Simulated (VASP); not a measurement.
# CdF2: single point with PBE+D3(BJ)

Crystal: CdF2.

```xyz
3
Lattice="0.0000 2.7222 2.7222 2.7222 0.0000 2.7222 2.7222 2.7222 0.0000" Properties=species:S:1:pos:R:3 pbc="T T T"
Cd    0.0000    0.0000    0.0000
F     1.3611    1.3611    1.3611
F     4.0834    4.0834    4.0834
```

- Program: VASP 6.6.1
- Task: single point
- Functional: PBE
- Dispersion: D3(BJ)
- Potentials or basis: VASP PAW PBE potentials, release 64 (Cd, F)
- Cutoff: 520 eV
- k mesh: 8 × 8 × 8
- Occupations: gaussian, width 0.02 eV
- Spin: no spin polarisation

- Pressure: 0.7 GPa
- Band gap on the k mesh: 2.96 eV, indirect (least direct gap 3.49 eV)
- Dispersion energy per atom: -0.162 eV

Levels at points of the mesh, in eV from the valence-band top:
```tsv
k point	band 11	band 12	band 13	band 14	band 15	band 16
(0.00, 0.00, 0.00)	-0.54	-0.54	-0.54	2.96	12.55	12.55
(0.50, 0.00, 0.00)	-1.72	-0.42	-0.42	6.94	9.05	14.22
(0.50, 0.50, 0.00)	-0.44	-0.09	-0.09	7.75	9.48	11.86
```

Wall time 47 s on 1 thread of Intel(R) Xeon(R) Platinum 8259CL CPU @ 2.50GHz (Skylake/Cascade Lake), on a shared host, peak memory 0.18 GiB.

A k mesh can miss the band edges.
